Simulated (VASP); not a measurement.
The system is ZnS.

```
CELL_PARAMETERS angstrom
0.00000 2.70200 2.70200
2.70200 0.00000 2.70200
2.70200 2.70200 0.00000
ATOMIC_POSITIONS crystal
Zn 0.75000 0.75000 0.75000
S 0.00000 0.00000 0.00000
```

- Program: VASP 6.6.1
- Task: relaxation of cell and atoms
- Functional: PBEsol
- Potentials or basis: VASP PAW PBE potentials, release 64 (Zn, S)
- Cutoff: 600 eV
- k mesh: 12 × 12 × 12
- Occupations: fermi-dirac, width 0.1 eV
- Spin: no spin polarisation

At the start: pressure -1.7 GPa; volume 19.73 Å³/atom.

Problem. How do energy, volume and symmetry change on relaxing?

Solution. Over 6 steps the energy falls by 2.7 meV/atom and the volume is 19.27 Å³/atom (-2.3 %); space group F-43m (No. 216, to 0.05 Å).

Step by step:
| step | energy change (eV) | largest force (eV/Å) | pressure (GPa) | volume (Å³) |
| --- | --- | --- | --- | --- |
| 1 | 0.0000 | 0.0000 | -1.73 | 39.45 |
| 2 | -0.0049 | 0.0000 | 0.59 | 38.25 |
| 3 | -0.0054 | 0.0000 | -0.03 | 38.51 |
| 4 | -0.0053 | 0.0000 | 0.09 | 38.49 |
| 5 | -0.0053 | 0.0000 | -0.04 | 38.55 |
| 6 | -0.0053 | 0.0000 | 0.01 | 38.54 |

Final structure:
```
Zn S
1.0
     0.00000    2.68088    2.68088
     2.68088    0.00000    2.68088
     2.68088    2.68088    0.00000
Zn S
1 1
Direct
  0.75000 0.75000 0.75000
  0.00000 0.00000 0.00000
```

Caveat: the PAW data sets were made with another functional, which shifts forces and pressure a little.
